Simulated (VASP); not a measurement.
# PtSe2 in VASP: relaxation of the atoms with PBE

Aim: the relaxation of the atoms of PtSe2 with PBE.

Program: VASP 6.6.1. These are calculated values, not measurements. Logs are shortened: lines on timing, memory, paths and dates and some standing lists are left out, and cuts for length are marked.

### 1 The cell of the first run

The cell holds a sheet with vacuum, 3 atoms: a = 3.730 Å, b = 3.730 Å, c = 20.620 Å, α = 90.00°, β = 90.00°, γ = 120.00°.

### 2 Relaxation of the atoms, PBE

Contents of INCAR:

```
ALGO = Normal
DIPOL = 0.5 0.5 0.500
EDIFF = 1E-6
EDIFFG = -0.003
ENCUT = 520
GGA = PE
IBRION = 2
IDIPOL = 3
ISIF = 2
ISMEAR = 0
LASPH = True
LCHARG = False
LDIPOL = True
LREAL = False
LWAVE = False
NELM = 100
NSW = 100
PREC = Accurate
SIGMA = 0.01
```

Contents of KPOINTS:

```
k-points
0
Gamma
  12 12 1
```

Contents of POSCAR:

```
PtSe2
1.0
    3.7300000000      0.0000000000      0.0000000000
   -1.8650000000      3.2302747561      0.0000000000
    0.0000000000      0.0000000000     20.6200000000
Se Pt
2 1
Direct
    0.6666666667      0.3333333333      0.4364694471
    0.3333333333      0.6666666667      0.5635305529
    0.0000000000      0.0000000000      0.5000000000
```

Potentials or basis: VASP PAW PBE potentials, release 64 (Se, Pt).

On the command line:

```console
$ cat potpaw_PBE.64/Se/POTCAR potpaw_PBE.64/Pt/POTCAR > POTCAR
$ mpirun -np 1 vasp_std > vasp.out
```

OUTCAR:

```text
EDIFF = 1E-6
   EDIFFG = -0.003
   ENCUT = 520
   GGA = PE
   IBRION = 2
   ISIF = 2
   ISMEAR = 0
   LASPH = True
   LREAL = False
   NELM = 100
   NSW = 100
   PREC = Accurate

 ion  position               nearest neighbor table
   1  0.667  0.333  0.436-   3 2.52   3 2.52   3 2.52
   2  0.333  0.667  0.564-   3 2.52   3 2.52   3 2.52
   3  0.000  0.000  0.500-   1 2.52   2 2.52   2 2.52   1 2.52   1 2.52   2 2.52

  LATTYP: Found a hexagonal cell.
 ALAT       =     3.7300000000
 C/A-ratio  =     5.5281501340

  Lattice vectors:

 A1 = (   3.7300000000,   0.0000000000,   0.0000000000)
 A2 = (  -1.8650000000,   3.2302747561,   0.0000000000)
 A3 = (   0.0000000000,   0.0000000000,  20.6200000000)

Analysis of symmetry for initial positions (statically):
=====================================================================
 Subroutine PRICEL returns:
 Original cell was already a primitive cell.

 Routine SETGRP: Setting up the symmetry group for a
 hexagonal supercell.

 Subroutine GETGRP returns: Found 12 space group operations
 (whereof 12 operations were pure point group operations)
 out of a pool of 24 trial point group operations.

The static configuration has the point symmetry D_3d.

Analysis of symmetry for dynamics (positions and initial velocities):
=====================================================================
 Subroutine PRICEL returns:
 Original cell was already a primitive cell.

 Routine SETGRP: Setting up the symmetry group for a
 hexagonal supercell.

 Subroutine GETGRP returns: Found 12 space group operations
 (whereof 12 operations were pure point group operations)
 out of a pool of 24 trial point group operations.

The dynamic configuration has the point symmetry D_3d.

 Subroutine INISYM returns: Found 12 space group operations
 (whereof 12 operations are pure point group operations),
 and found     1 'primitive' translations

----------------------------------------------------------------------------------------

                                     Primitive cell

  volume of cell :     248.4488

  direct lattice vectors                    reciprocal lattice vectors
     3.730000000  0.000000000  0.000000000     0.268096515  0.154785595  0.000000000
    -1.865000000  3.230274756  0.000000000     0.000000000  0.309571190  0.000000000
     0.000000000  0.000000000 20.620000000     0.000000000  0.000000000  0.048496605

  length of vectors
     3.730000000  3.730000000 20.620000000     0.309571190  0.309571190  0.048496605

  position of ions in fractional coordinates (direct lattice)
     0.666666667  0.333333333  0.436469447
     0.333333333  0.666666667  0.563530553
     0.000000000  0.000000000  0.500000000

  ion indices of the primitive-cell ions
   primitive index   ion index
                 1           1
                 2           2
                 3           3

----------------------------------------------------------------------------------------

 KPOINTS: k-points

Automatic generation of k-mesh.
 Grid dimensions read from file:
 generate k-points for:   12   12    1

 Generating k-lattice:

  Cartesian coordinates                     Fractional coordinates (reciprocal lattice)
     0.022341376  0.012898800  0.000000000     0.083333333  0.000000000  0.000000000
     0.000000000  0.025797599  0.000000000     0.000000000  0.083333333  0.000000000
     0.000000000  0.000000000  0.048496605     0.000000000  0.000000000  1.000000000

  Length of vectors
     0.025797599  0.025797599  0.048496605

  Shift w.r.t. Gamma in fractional coordinates (k-lattice)
     0.000000000  0.000000000  0.000000000

 Subroutine IBZKPT returns following result:
 ===========================================

 Found     19 irreducible k-points:

 Following reciprocal coordinates:
            Coordinates               Weight
  0.000000  0.000000  0.000000      1.000000
  0.083333 -0.000000  0.000000      6.000000
  0.166667 -0.000000  0.000000      6.000000
  0.250000 -0.000000  0.000000      6.000000
  0.333333 -0.000000  0.000000      6.000000
  0.416667 -0.000000  0.000000      6.000000
[... 11 lines left out ...]
  0.333333  0.250000  0.000000     12.000000
  0.333333  0.333333  0.000000      2.000000
   k-points           NKPTS =     19   k-points in BZ     NKDIM =     19   number of bands    NBANDS=     15
   number of dos      NEDOS =    301   number of ions     NIONS =      3
   total plane-waves  NPLWV = 125440
   dimension x,y,z NGX =    28 NGY =   28 NGZ =  160
   dimension x,y,z NGXF=    56 NGYF=   56 NGZF=  320
   ions per type =               2   1
   NGX,Y,Z   is equivalent  to a cutoff of  12.48, 12.48, 12.90 a.u.
   NGXF,Y,Z  is equivalent  to a cutoff of  24.96, 24.96, 25.80 a.u.
 SYSTEM =  unknown system
   PREC   = accura    normal or accurate (medium, high low for compatibility)
   ISTART =      0    job   : 0-new  1-cont  2-samecut
   ICHARG =      2    charge: 1-file 2-atom 10-const
   ISPIN  =      1    spin polarized calculation?
   LNONCOLLINEAR =      F non collinear calculations
   LSORBIT =      F    spin-orbit coupling
   LASPH  =      T    aspherical Exc in radial PAW
   ENCUT  =  520.0 eV  38.22 Ry    6.18 a.u.   6.94  6.94 38.34*2*pi/ulx,y,z
   NELM   =    100;   NELMIN=  2; NELMDL= -5     # of ELM steps
   EDIFF  = 0.1E-05   stopping-criterion for ELM
   LREAL  =      F    real-space projection
   EDIFFG = -.3E-02   stopping-criterion for IOM
   NSW    =    100    number of steps for IOM
   IBRION =      2    ionic relax: 0-MD 1-quasi-New 2-CG
   NFREE  =      1    steps in history (QN), initial steepest desc. (CG)
   ISIF   =      2    stress and relaxation
   ISYM   =      2    0-nonsym 1-usesym 2-fastsym
   POTIM  = 0.5000    time-step for ionic-motion
   TEBEG  =    0.0;   TEEND  =   0.0 temperature during run
   PSTRESS=    0.0 pullay stress
   NELECT =      22.0000    total number of electrons
   NUPDOWN=      -1.0000    fix difference up-down
   EMIN   =  10.00;   EMAX   =-10.00  energy-range for DOS
   EFERMI =   0.00;   METHOD = LEGACY
   ISMEAR =     0;   SIGMA  =   0.01  broadening in eV -4-tet -1-fermi 0-gaus
   EFERMI_NEDOS =   21; number of points for ismear=-14 and -15
   IALGO  =     38    algorithm
   IMIX   =      4    mixing-type and parameters
     AMIX     =   0.40;   BMIX     =  1.00
     AMIX_MAG =   1.60;   BMIX_MAG =  1.00
  volume/ion in A,a.u.               =      82.82       558.87
  Fermi-wavevector in a.u.,A,eV,Ry     =   0.729687  1.378909  7.244333  0.532443
  Thomas-Fermi vector in A             =   1.821471
   LORBIT       =      0    0 simple, 1 ext, 2 COOP (PROOUT), +10 PAW based schemes
   GGA     = PE    functional components
   LHFCALC =     F    Hartree Fock is set to
   AEXX    =    0.0000 exact exchange contribution
   IVDW    =     0    specifies the selected vdW correction
   LEPSILON=     F    determine dielectric tensor
   LRPA    =     F    only Hartree local field effects (RPA)
 conjugate gradient relaxation of ions
 non-spin polarized calculation
 Gauss-broadening in eV      SIGMA  =   0.01
  energy-cutoff  :      520.00
  volume of cell :      248.45
 maximum number of plane-waves:      6733
 NGX is ok and might be reduce to    28
   NGX = 13   NGY = 13   NGZ = 77

--------------------------------------- Ionic step        1  -------------------------------------------

 number of electron      21.9999995 magnetization

 Free energy of the ion-electron system (eV)
  ---------------------------------------------------
  ext. energy  EPLUGINS =         0.00000000
  ---------------------------------------------------
  free energy    TOTEN  =       -14.29400853 eV

  energy without entropy =      -14.29400853  energy(sigma->0) =      -14.29400853

------------------------ aborting loop because EDIFF is reached ----------------------------------------

  FORCE on cell =-STRESS in cart. coord.  units (eV):
  Direction    XX          YY          ZZ          XY          YZ          ZX
  --------------------------------------------------------------------------------------
  -------------------------------------------------------------------------------------
  Total        0.5080689      0.5080689      0.2249455      0.0000000      0.0000000      0.0000000
  in kB        3.2763948      3.2763948      1.4506107      0.0000000      0.0000000      0.0000000
  external PRESSURE =       2.6678001 kB  Pullay stress =       0.0000000 kB
[... 59 lines left out ...]
  energy  without entropy=      -14.2945827394  energy(sigma->0) =      -14.29458274

--------------------------------------- Ionic step        3  -------------------------------------------

 number of electron      21.9999995 magnetization

 dipolmoment           0.000000      0.000000     -0.000000 electrons x Angstroem

------------------------ aborting loop because EDIFF is reached ----------------------------------------

  FORCE on cell =-STRESS in cart. coord.  units (eV):
  Direction    XX          YY          ZZ          XY          YZ          ZX
  --------------------------------------------------------------------------------------
  -------------------------------------------------------------------------------------
  Total        0.2974377      0.2974377     -0.0356426      0.0000000      0.0000000      0.0000000
  in kB        1.9180926      1.9180926     -0.2298492      0.0000000      0.0000000      0.0000000
  external PRESSURE =       1.2021120 kB  Pullay stress =       0.0000000 kB
[... 22 lines left out ...]
  energy  without entropy=      -14.2947093739  energy(sigma->0) =      -14.29470937

--------------------------------------- Ionic step        4  -------------------------------------------

 number of electron      21.9999995 magnetization

 dipolmoment           0.000000      0.000000      0.000000 electrons x Angstroem

 Free energy of the ion-electron system (eV)
  ---------------------------------------------------
  ext. energy  EPLUGINS =         0.00000000
  ---------------------------------------------------
  free energy    TOTEN  =       -14.29472001 eV

  energy without entropy =      -14.29472001  energy(sigma->0) =      -14.29472001

 E-fermi :  -2.8725     XC(G=0):  -3.2515

 val. band max:       -2.9747887323   @ k =   0.0833  -0.0000   0.0000
 cond. band min:      -1.5967890861   @ k =   0.2500  -0.0000   0.0000
 fundamental gap:      1.3779996462
 Fermi energy:        -2.8724688451

 k-point     1 :       0.0000    0.0000    0.0000
  band No.  band energies     occupation
      1     -16.9326      2.00000
      2     -15.1782      2.00000
      3      -8.0188      2.00000
      4      -8.0066      2.00000
      5      -8.0066      2.00000
      6      -5.7906      2.00000
      7      -5.7906      2.00000
      8      -4.2216      2.00000
      9      -3.5868      2.00000
     10      -2.9774      2.00000
     11      -2.9774      2.00000
     12      -0.0332      0.00000
     13      -0.0332      0.00000
     14       1.5303      0.00000
     15       2.2795      0.00000
[... 309 lines left out ...]
      1     -15.3054      2.00000
      2     -15.3054      2.00000
      3      -8.1885      2.00000
      4      -7.7921      2.00000
      5      -7.7921      2.00000
      6      -6.3857      2.00000
      7      -6.3857      2.00000
      8      -5.4645      2.00000
      9      -5.2015      2.00000
     10      -3.9365      2.00000
     11      -3.9365      2.00000
     12      -1.1933      0.00000
     13      -1.1933      0.00000
     14       3.0789      0.00000
     15       5.1543      0.00000

------------------------ aborting loop because EDIFF is reached ----------------------------------------

 vacuum level on the upper side and lower side of the slab       (xc-potential included)        -0.009        -0.009

  FORCE on cell =-STRESS in cart. coord.  units (eV):
  Direction    XX          YY          ZZ          XY          YZ          ZX
  --------------------------------------------------------------------------------------
  -------------------------------------------------------------------------------------
  Total        0.3163735      0.3163735     -0.0160728      0.0000000      0.0000000      0.0000000
  in kB        2.0402046      2.0402046     -0.1036488      0.0000000      0.0000000      0.0000000
  external PRESSURE =       1.3255868 kB  Pullay stress =       0.0000000 kB

 VOLUME and BASIS-vectors are now :
 -----------------------------------------------------------------------------
  energy-cutoff  :      520.00
  volume of cell :      248.45
      direct lattice vectors                 reciprocal lattice vectors
     3.730000000  0.000000000  0.000000000     0.268096515  0.154785595  0.000000000
    -1.865000000  3.230274756  0.000000000     0.000000000  0.309571190  0.000000000
     0.000000000  0.000000000 20.620000000     0.000000000  0.000000000  0.048496605
[... 9 lines left out ...]
  FREE ENERGIE OF THE ION-ELECTRON SYSTEM (eV)
  ---------------------------------------------------
  free  energy   TOTEN  =       -14.2947200094 eV

  energy  without entropy=      -14.2947200094  energy(sigma->0) =      -14.29472001

 reached required accuracy - stopping structural energy minimisation

 vacuum level on the upper side and lower side of the slab         2.709         2.709
```

Wall time 3 min (1 thread of Intel Xeon Platinum 8259CL at 2.50GHz (Skylake/Cascade Lake), shared host); peak memory 0.4 GiB.

Results:

* Free energy: -14.2947 eV
* Energy gained by relaxing: 0.2 meV/atom
* Ionic steps: 4
* Band gap on the k mesh: 1.38 eV (least direct gap 1.62 eV)

Step by step:
```csv
step,energy change (eV),largest force (eV/Å),pressure (GPa)
1,0.0000,0.0914,0.27
2,-0.0006,0.0406,0.19
3,-0.0007,0.0103,0.12
4,-0.0007,0.0001,0.13
```

Final structure:
```yaml
crystal:
  lattice:
    - [3.73000, 0.00000, 0.00000]
    - [-1.86500, 3.23027, 0.00000]
    - [0.00000, 0.00000, 20.62000]
  atoms:
    - { symbol: Se, position: [0.66667, 0.33333, 0.43608] }
    - { symbol: Se, position: [0.33333, 0.66667, 0.56392] }
    - { symbol: Pt, position: [0.00000, 0.00000, 0.50000] }
```

Levels at points of the mesh, in eV from the valence-band top:
```
           k point  band 8  band 9  band 10  band 11  band 12  band 13  band 14  band 15
(0.00, 0.00, 0.00)   -1.25   -0.61     0.00     0.00     2.94     2.94     4.51     5.25
(0.50, 0.00, 0.00)   -2.28   -1.93    -1.79    -1.40     2.38     2.69     4.68     6.19
```

Caveat: spin-orbit coupling is left out, which moves the levels of the heavy elements.
